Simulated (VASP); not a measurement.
The system is Li.

```
CELL_PARAMETERS angstrom
3.11100 0.00000 0.00000
-1.55550 2.69421 0.00000
0.00000 0.00000 5.09300
ATOMIC_POSITIONS crystal
Li 0.33333 0.66667 0.25000
Li 0.66667 0.33333 0.75000
```

| Quantity | Value |
| --- | --- |
| Program | VASP 6.6.1 |
| Task | relaxation of cell and atoms |
| Functional | PBE |
| Dispersion | D3(BJ) |
| Potentials or basis | VASP PAW PBE potentials, release 64 (Li_sv) |
| Cutoff | 600 eV |
| k mesh | 15 × 15 × 8 |
| Occupations | gaussian, width 0.1 eV |
| Spin | no spin polarisation |

At the start: pressure -2.0 GPa; volume 21.34 Å³/atom.

Q: Where does the relaxation end?

A: Over 6 steps the energy falls by 23.5 meV/atom and the volume is 18.02 Å³/atom (-15.6 %); space group P6_3/mmc (No. 194, to 0.05 Å).

The path:
```csv
step,energy change (eV),largest force (eV/Å),pressure (GPa),volume (Å³)
1,0.0000,0.0000,-1.99,42.69
2,-0.0183,0.0000,-1.64,41.07
3,-0.0451,0.0000,-0.48,37.20
4,-0.0469,0.0000,0.07,35.86
5,-0.0469,0.0000,0.00,36.03
6,-0.0469,0.0000,0.00,36.03
```

Final structure:
```
Li
1.0
     2.93905    0.00000    0.00000
    -1.46953    2.54530    0.00000
     0.00000    0.00000    4.81638
Li
2
Direct
  0.33333 0.66667 0.25000
  0.66667 0.33333 0.75000
```

Caveat: the cutoff is under 1.25 times the usual one of these potentials, so pressure, stress and relaxed cells hold a basis-set (Pulay) error; the volume moved by over 15 % at a fixed basis, so the end points are rough; the volume moved by -16 % from the deposited cell, more than functionals usually miss; pairwise dispersion overbinds metals, which lowers pressure and volume.
